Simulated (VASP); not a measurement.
A run of VASP 6.6.1 is set up as follows.

INCAR

```
PREC = Accurate ; ENCUT = 520
EDIFF = 1E-7 ; ISMEAR = -1
SIGMA = 0.1 ; LREAL = False
LASPH = True ; NELM = 80
ALGO = Normal ; ISIF = 2
LWAVE = False ; LCHARG = True
GGA = PE ; LELF = True
LVHAR = True ; NBANDS = 45
```

File KPOINTS:

```
Automatic mesh
0
Gamma
  3 4 3
```

Contents of POSCAR:

```
RuF3
1.0
    5.3405630000     -0.0590440000      0.0267420000
   -0.0406400000      4.2846380000     -0.4985620000
    0.0506770000      0.5683580000      4.4377390000
Ru F
2 6
Direct
    0.5652833438      0.4536754589      0.0750450932
    0.0406029529      0.1697103945      0.2937703974
    0.4327718435      0.9159033483      0.3255523636
    0.1369403557      0.6883474687      0.9632938827
    0.4556859435      0.9443248138      0.8821333373
    0.8121093569      0.0106165616      0.7578639901
    0.4871248835      0.2822975256      0.5558822016
    0.6267548705      0.6465606229      0.6061793807
```

Potentials or basis: VASP PAW PBE potentials, release 64 (Ru_pv, F).

Run with:

```sh
$ cat potpaw_PBE.64/Ru_pv/POTCAR potpaw_PBE.64/F/POTCAR > POTCAR
$ mpirun -np 1 vasp_std > vasp.out
```

(1) Estimate the band gap on the k mesh.

(2) What does it give for the largest force?

(3) Predict the pressure.

Answers

(1) zero (band 35 reaches 2.22 eV, above the bottom of band 36 at 2.21 eV).

(2) 4.491 eV/Å.

(3) 2.3 GPa.

Caveat: the k points lie up to 0.47 Å⁻¹ apart.
